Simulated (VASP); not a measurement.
## C: single point with PBEsol+D3(BJ)

Crystal: C.

```xyz
8
Lattice="2.5000 0.0000 0.0000 -1.2500 2.1650 0.0000 0.0000 0.0000 8.2469" Properties=species:S:1:pos:R:3 pbc="T T T"
C     1.2500    0.7217    6.9641
C     0.0000    1.4434    2.8406
C     1.2500    0.7217    5.4063
C     0.0000    1.4434    1.2828
C     0.0000    0.0000    7.4804
C     0.0000    0.0000    3.3569
C     0.0000    0.0000    4.8900
C     0.0000    0.0000    0.7665
```

* Program: VASP 6.6.1
* Task: single point
* Functional: PBEsol
* Dispersion: D3(BJ)
* Potentials or basis: VASP PAW PBE potentials, release 64 (C)
* Cutoff: 600 eV
* k mesh: 12 × 12 × 4
* Occupations: fermi-dirac, width 0.05 eV
* Spin: no spin polarisation
* Dipole correction: no
* Further INCAR settings: ALGO = Normal; EDIFF = 1e-06; NBANDS = 26

The pressure is -0.4 GPa and the largest force is 0.006 eV/Å. The band gap on the k mesh is 4.45 eV, indirect (least direct gap 5.28 eV) and the dispersion energy per atom is -0.132 eV.

Forces in eV/Å, atoms in the order of the input:
```
C    0.000  0.000 -0.006
C    0.000  0.000 -0.006
C    0.000  0.000  0.006
C    0.000  0.000  0.006
C    0.000  0.000 -0.001
C    0.000  0.000 -0.001
C    0.000  0.000  0.001
C    0.000  0.000  0.001
```

Levels at points of the mesh, in eV from the valence-band top:
```csv
k point,band 12,band 13,band 14,band 15,band 16,band 17,band 18,band 19,band 20,band 21
"(0.00, 0.00, 0.00)",-1.77,-1.77,-0.24,0.00,0.00,5.28,5.28,5.46,7.11,7.11
"(0.50, 0.00, 0.00)",-5.14,-5.05,-4.77,-3.77,-3.02,4.50,5.49,5.91,5.93,6.66
"(0.00, 0.00, 0.50)",-2.69,-0.67,-0.67,-0.67,-0.67,6.06,6.06,6.06,6.06,6.73
"(0.50, 0.00, 0.50)",-6.14,-4.85,-4.85,-3.74,-3.74,4.84,4.84,6.89,6.89,7.55
```

Wall time 50 s on 1 thread of Intel(R) Xeon(R) Platinum 8488C (Sapphire Rapids) (shared host), peak memory 0.22 GiB.

Caveat: three body term missing; the PAW data sets were made with another functional, which shifts forces and pressure a little. A k mesh can miss the band edges.
